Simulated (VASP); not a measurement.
Crystal: GaN.

```xyz
4
Lattice="3.1889 0.0000 0.0000 -1.5945 2.7617 0.0000 0.0000 0.0000 5.1924" Properties=species:S:1:pos:R:3 pbc="T T T"
Ga    1.5945    0.9206    2.5914
Ga    0.0000    1.8411    5.1876
N     1.5945    0.9206    4.5481
N     0.0000    1.8411    1.9519
```

| Item | Value |
| --- | --- |
| Program | VASP 6.6.1 |
| Task | relaxation of cell and atoms |
| Functional | LDA |
| Potentials or basis | VASP PAW LDA potentials, release 64 (Ga_d, N) |
| Cutoff | 600 eV |
| k mesh | 12 × 12 × 6 |
| Occupations | gaussian, width 0.02 eV |
| Spin | no spin polarisation |

At the start: pressure -5.5 GPa; volume 11.43 Å³/atom.

Task: Where does the relaxation end?

Result: Over 8 steps the energy falls by 5.8 meV/atom and the volume is 11.11 Å³/atom (-2.8 %); space group P6_3mc (No. 186, to 0.1 Å) before and after.

The path:
```
step  energy change (eV)  largest force (eV/Å)  pressure (GPa)  volume (Å³)
   1              0.0000                0.0078           -5.49        45.73
   2             -0.0001                0.0223            6.01        43.18
   3             -0.0230                0.0142            0.06        44.43
   4             -0.0230                0.0142           -0.53        44.46
   5             -0.0230                0.0021           -0.06        44.44
   6             -0.0230                0.0014            0.03        44.43
   7             -0.0230                0.0066           -0.20        44.44
   8             -0.0230                0.0027            0.00        44.44
```

Final structure:
```yaml
crystal:
  lattice:
    - [3.15752, 0.00000, 0.00000]
    - [-1.57876, 2.73449, 0.00000]
    - [0.00000, 0.00000, 5.14656]
  atoms:
    - { symbol: Ga, position: [0.66667, 0.33333, 0.49926] }
    - { symbol: Ga, position: [0.33333, 0.66667, 0.99926] }
    - { symbol: N, position: [0.66667, 0.33333, 0.87574] }
    - { symbol: N, position: [0.33333, 0.66667, 0.37574] }
```
